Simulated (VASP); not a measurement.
# Ta3Si5C5N3 in VASP: notebook

The runs below take Ta3Si5C5N3 through single point, with PBE.

Program: VASP 6.6.1. These are calculated values, not measurements. Logs are shortened: lines on timing, memory, paths and dates and some standing lists are left out, and cuts for length are marked.

### Step 1. The cell of the first run

The cell holds a disordered packing, 16 atoms: a = 5.531 Å, b = 5.986 Å, c = 5.876 Å, α = 90.14°, β = 87.21°, γ = 96.12°.

### Step 2. Single point, PBE

INCAR reads:

```
PREC = Accurate
ENCUT = 520
EDIFF = 1E-6
ISMEAR = -1
SIGMA = 0.3447
LREAL = Auto
LASPH = True
NELM = 120
ALGO = Normal
ISIF = 2
LWAVE = False
LCHARG = False
GGA = PE
ISYM = -1
NBANDS = 58
GGA_COMPAT = False
```

KPOINTS reads:

```
explicit points
1
Reciprocal
  0.25000000   0.25000000   0.25000000 1
```

POSCAR reads:

```
Ta3Si5C5N3
1.0
    5.5208870000     -0.3069000000      0.1387320000
   -0.3069000000      5.9781400000     -0.0034560000
    0.1387320000     -0.0034560000      5.8739650000
Si C Ta N
5 5 3 3
Direct
    0.7638966547      0.5462022279      0.0878193459
    1.0093406486      0.3581864867      0.6849880865
    0.2553677588      0.4348390795      0.3219125623
    0.2986960978      0.1414708988      0.8043999609
    0.3749535750      0.8322522545      0.1976969908
    0.4118553823      0.9641844306      0.5434303236
    0.1001839127      0.1822375487      1.1588937112
    0.9782373182      0.6743251899      0.6329160368
    0.0482098863      0.7302479077      0.2403392739
    0.6094062538      0.1342805883      0.6170072388
    0.5922254570      0.4854738221      0.6520491994
    0.0473228408      0.0128049783      0.4550268961
    0.7827782960      0.0891844260      0.9332539133
    0.4433583039      0.7275484749      0.4725047601
    0.4861052829      0.6854020343      0.9579300168
   -0.0183341123      0.8511596015      0.8017937008
```

Potentials or basis: VASP PAW PBE potentials, release 64 (Si, C, Ta_pv, N).

Started as:

```
cat potpaw_PBE.64/Si/POTCAR potpaw_PBE.64/C/POTCAR potpaw_PBE.64/Ta_pv/POTCAR potpaw_PBE.64/N/POTCAR > POTCAR
mpirun -np 1 vasp_std > vasp.out
```

OUTCAR:

```text
PREC = Accurate
   ENCUT = 520
   EDIFF = 1E-6
   ISMEAR = -1
   LREAL = Auto
   LASPH = True
   NELM = 120
   ISIF = 2
   GGA = PE
   ISYM = -1

 ion  position               nearest neighbor table
   1  0.764  0.546  0.088-  15 2.01   9 2.06  11 2.78  13 2.89   5 2.94   2 2.95   3 3.08  13 3.37

   2  0.009  0.358  0.685-   8 1.94   4 2.30  13 2.39  12 2.49   3 2.49  10 2.51  11 2.52   1 2.95
                            11 3.23
   3  0.255  0.435  0.322-   7 1.93  14 2.15   9 2.27   2 2.49   5 2.50  11 2.75  12 2.76   1 3.08

   4  0.299  0.141  0.804-   6 1.98  10 2.00   2 2.30   7 2.33  16 2.33  12 2.60  11 2.61  13 2.87
                            13 2.90   5 3.04
   5  0.375  0.832  0.198-  15 1.78  14 1.80   9 1.85   6 2.19   3 2.50  12 2.62   1 2.94  13 2.97
                             4 3.04
   6  0.412  0.964  0.543-  10 1.49  14 1.50   4 1.98  12 2.16   5 2.19
   7  0.100  0.182  0.159-   3 1.93  12 2.01  13 2.27   4 2.33
   8  0.978  0.674  0.633-  16 1.45   2 1.94  12 2.27  11 2.30
   9  0.048  0.730  0.240-   5 1.85   1 2.06  12 2.11   3 2.27
  10  0.609  0.134  0.617-   6 1.49   4 2.00  11 2.12  13 2.16   2 2.51  12 2.73
  11  0.592  0.485  0.652-  14 2.06  10 2.12  15 2.25   8 2.30   2 2.52   4 2.61   3 2.75   1 2.78
                            13 3.19   2 3.23
  12  0.047  0.013  0.455-   7 2.01   9 2.11   6 2.16  16 2.25   8 2.27   2 2.49   4 2.60   5 2.62
                            10 2.73   3 2.76  13 3.16  13 3.51
  13  0.783  0.089  0.933-  16 2.02  10 2.16   7 2.27   2 2.39   4 2.87   1 2.89   4 2.90   5 2.97
                            12 3.16  11 3.19   1 3.37  12 3.51
  14  0.443  0.728  0.473-   6 1.50   5 1.80  11 2.06   3 2.15
  15  0.486  0.685  0.958-   5 1.78   1 2.01  11 2.25
  16  0.982  0.851  0.802-   8 1.45  13 2.02  12 2.25   4 2.33

IMPORTANT INFORMATION: All symmetrisations will be switched off!
NOSYMM: (Re-)initialisation of all symmetry stuff for point group C_1.

----------------------------------------------------------------------------------------

                                     Primitive cell

  volume of cell :     193.2000

  direct lattice vectors                    reciprocal lattice vectors
     5.520887000 -0.306900000  0.138732000     0.181756601  0.009328367 -0.004287260
    -0.306900000  5.978140000 -0.003456000     0.009328367  0.167754930 -0.000121618
     0.138732000 -0.003456000  5.873965000    -0.004287260 -0.000121618  0.170343943

  length of vectors
     5.531150644  5.986013483  5.875604082     0.182046316  0.168014135  0.170397929

  position of ions in fractional coordinates (direct lattice)
     0.763896655  0.546202228  0.087819346
     0.009340649  0.358186487  0.684988086
     0.255367759  0.434839080  0.321912562
     0.298696098  0.141470899  0.804399961
     0.374953575  0.832252254  0.197696991
     0.411855382  0.964184431  0.543430324
[... 8 lines left out ...]
     0.486105283  0.685402034  0.957930017
     0.981665888  0.851159602  0.801793701

  ion indices of the primitive-cell ions
   primitive index   ion index
                 1           1
                 2           2
                 3           3
                 4           4
                 5           5
                 6           6
[... 8 lines left out ...]
                15          15
                16          16

----------------------------------------------------------------------------------------

 KPOINTS: explicit points

Read explicit list of k-points.

 Found      1 k-points:

 Following reciprocal coordinates:
            Coordinates               Weight
  0.250000  0.250000  0.250000      1.000000
   k-points           NKPTS =      1   k-points in BZ     NKDIM =      1   number of bands    NBANDS=     58
   number of dos      NEDOS =    301   number of ions     NIONS =     16
   total plane-waves  NPLWV =  96768
   dimension x,y,z NGX =    42 NGY =   48 NGZ =   48
   dimension x,y,z NGXF=    84 NGYF=   96 NGZF=   96
   ions per type =               5   5   3   3
   NGX,Y,Z   is equivalent  to a cutoff of  12.62, 13.33, 13.58 a.u.
   NGXF,Y,Z  is equivalent  to a cutoff of  25.25, 26.66, 27.16 a.u.
 SYSTEM =  unknown system
   PREC   = accura    normal or accurate (medium, high low for compatibility)
   ISTART =      0    job   : 0-new  1-cont  2-samecut
   ICHARG =      2    charge: 1-file 2-atom 10-const
   ISPIN  =      1    spin polarized calculation?
   LNONCOLLINEAR =      F non collinear calculations
   LSORBIT =      F    spin-orbit coupling
   LASPH  =      T    aspherical Exc in radial PAW
   ENCUT  =  520.0 eV  38.22 Ry    6.18 a.u.  10.28 11.13 10.92*2*pi/ulx,y,z
   NELM   =    120;   NELMIN=  2; NELMDL= -5     # of ELM steps
   EDIFF  = 0.1E-05   stopping-criterion for ELM
   LREAL  =      T    real-space projection
   EDIFFG = 0.1E-04   stopping-criterion for IOM
   NSW    =      0    number of steps for IOM
   IBRION =     -1    ionic relax: 0-MD 1-quasi-New 2-CG
   NFREE  =      0    steps in history (QN), initial steepest desc. (CG)
   ISIF   =      2    stress and relaxation
   ISYM   =     -1    0-nonsym 1-usesym 2-fastsym
   POTIM  = 0.5000    time-step for ionic-motion
   TEBEG  =    0.0;   TEEND  =   0.0 temperature during run
   PSTRESS=    0.0 pullay stress
   NELECT =      88.0000    total number of electrons
   NUPDOWN=      -1.0000    fix difference up-down
   EMIN   =  10.00;   EMAX   =-10.00  energy-range for DOS
   EFERMI =   0.00;   METHOD = LEGACY
   ISMEAR =    -1;   SIGMA  =   0.34  broadening in eV -4-tet -1-fermi 0-gaus
   EFERMI_NEDOS =   21; number of points for ismear=-14 and -15
   IALGO  =     38    algorithm
   IMIX   =      4    mixing-type and parameters
     AMIX     =   0.40;   BMIX     =  1.00
     AMIX_MAG =   1.60;   BMIX_MAG =  1.00
  volume/ion in A,a.u.               =      12.07        81.49
  Fermi-wavevector in a.u.,A,eV,Ry     =   1.259602  2.380303 21.586967  1.586597
  Thomas-Fermi vector in A             =   2.393154
   LORBIT       =      0    0 simple, 1 ext, 2 COOP (PROOUT), +10 PAW based schemes
   GGA     = PE    functional components
   LHFCALC =     F    Hartree Fock is set to
   AEXX    =    0.0000 exact exchange contribution
   IVDW    =     0    specifies the selected vdW correction
   LEPSILON=     F    determine dielectric tensor
   LRPA    =     F    only Hartree local field effects (RPA)
 non-spin polarized calculation
  energy-cutoff  :      520.00
  volume of cell :      193.20
 maximum number of plane-waves:      5196
 NGX is ok and might be reduce to    42
   NGX = 21   NGY = 23   NGZ = 21

 number of electron      87.9999999 magnetization

 Free energy of the ion-electron system (eV)
  ---------------------------------------------------
  ext. energy  EPLUGINS =         0.00000000
  ---------------------------------------------------
  free energy    TOTEN  =      -122.75102377 eV

  energy without entropy =     -120.13937271  energy(sigma->0) =     -121.44519824

 E-fermi :   7.2572     XC(G=0): -11.4403

 val. band max:        7.1066558872   @ k =   0.2500   0.2500   0.2500
 cond. band min:       7.3001260092   @ k =   0.2500   0.2500   0.2500
 fundamental gap:      0.1934701219
 Fermi energy:         7.2572457144

 k-point     1 :       0.2500    0.2500    0.2500
  band No.  band energies     occupation
      1     -28.0031      2.00000
      2     -27.8853      2.00000
      3     -27.8231      2.00000
      4     -27.5782      2.00000
      5     -27.5356      2.00000
      6     -27.5144      2.00000
[... 48 lines left out ...]
     55      10.4723      0.00018
     56      10.6657      0.00010
 [bands above 56 left out]

------------------------ aborting loop because EDIFF is reached ----------------------------------------

  FORCE on cell =-STRESS in cart. coord.  units (eV):
  Direction    XX          YY          ZZ          XY          YZ          ZX
  --------------------------------------------------------------------------------------
  -------------------------------------------------------------------------------------
  Total        5.5357513      3.6890265      5.1272453     -4.3164223     -7.3070280     -6.7016754
  in kB       45.9071208     30.5925205     42.5194441    -35.7954160    -60.5960420    -55.5759473
  external PRESSURE =      39.6730285 kB  Pullay stress =       0.0000000 kB

 VOLUME and BASIS-vectors are now :
 -----------------------------------------------------------------------------
  energy-cutoff  :      520.00
  volume of cell :      193.20
      direct lattice vectors                 reciprocal lattice vectors
     5.520887000 -0.306900000  0.138732000     0.181756601  0.009328367 -0.004287260
    -0.306900000  5.978140000 -0.003456000     0.009328367  0.167754930 -0.000121618
     0.138732000 -0.003456000  5.873965000    -0.004287260 -0.000121618  0.170343943

 POSITION                                       TOTAL-FORCE (eV/Angst)
 -----------------------------------------------------------------------------------
      4.06194      3.03053      0.61994        -0.097432     -0.085385      0.587517
      0.03667      2.13605      4.02365         1.673269      4.122436     -1.032851
      1.32106      2.52004      1.92483        -1.155676     -1.126900     -0.835696
      1.71725      0.75128      4.76597         0.081504     -0.609971      3.359052
      1.84208      4.85956      1.21041         0.889865      0.738121     -1.737769
      2.05329      5.63575      3.24590         0.852563     -0.281203     -1.253968
[... 8 lines left out ...]
      2.60628      3.94493      5.69192         2.591313     -0.552983      0.568201
      5.26968      4.78431      4.84296         0.720837     -2.125643     -0.466619
 -----------------------------------------------------------------------------------
    total drift:                               -0.002992     -0.003709      0.003512

  FREE ENERGIE OF THE ION-ELECTRON SYSTEM (eV)
  ---------------------------------------------------
  free  energy   TOTEN  =      -122.7510237693 eV

  energy  without entropy=     -120.1393727095  energy(sigma->0) =     -121.44519824
```

It took 19 s on 1 thread of Intel Xeon 6975P-C (Granite Rapids), shared host; peak memory 0.29 GiB.

Results:

```
Free energy   : -122.7510 eV
Pressure      : 4.0 GPa
Largest force : 4.567 eV/Å
```

Forces in eV/Å, atoms in the order of the input:
```
Si  -0.097 -0.085  0.588
Si   1.673  4.122 -1.033
Si  -1.156 -1.127 -0.836
Si   0.082 -0.610  3.359
Si   0.890  0.738 -1.738
C    0.853 -0.281 -1.254
C    0.458  2.643 -2.374
C   -0.958  0.931  2.555
C   -1.277 -2.543 -1.036
C   -0.077 -1.272 -1.551
Ta  -2.186  1.083  0.445
Ta  -2.997 -2.032  0.602
Ta  -0.527 -1.130  1.837
N    2.008  2.241  0.335
N    2.591 -0.553  0.568
N    0.721 -2.126 -0.467
```

Stress tensor (GPa, compression positive):
```
 4.59 -3.58 -5.56
-3.58  3.06 -6.06
-5.56 -6.06  4.25
```

Levels at points of the mesh, in eV from the Fermi level:
| k point | band 42 | band 43 | band 44 | band 45 | band 46 | band 47 |
| --- | --- | --- | --- | --- | --- | --- |
| (0.25, 0.25, 0.25) | -0.66 | -0.46 | -0.15 | 0.04 | 0.51 | 0.81 |

Caveat: the atoms stand as in a frame of molecular dynamics; spin-orbit coupling is left out, which moves the levels of the heavy elements.

(Continued in part 2 of 2.)
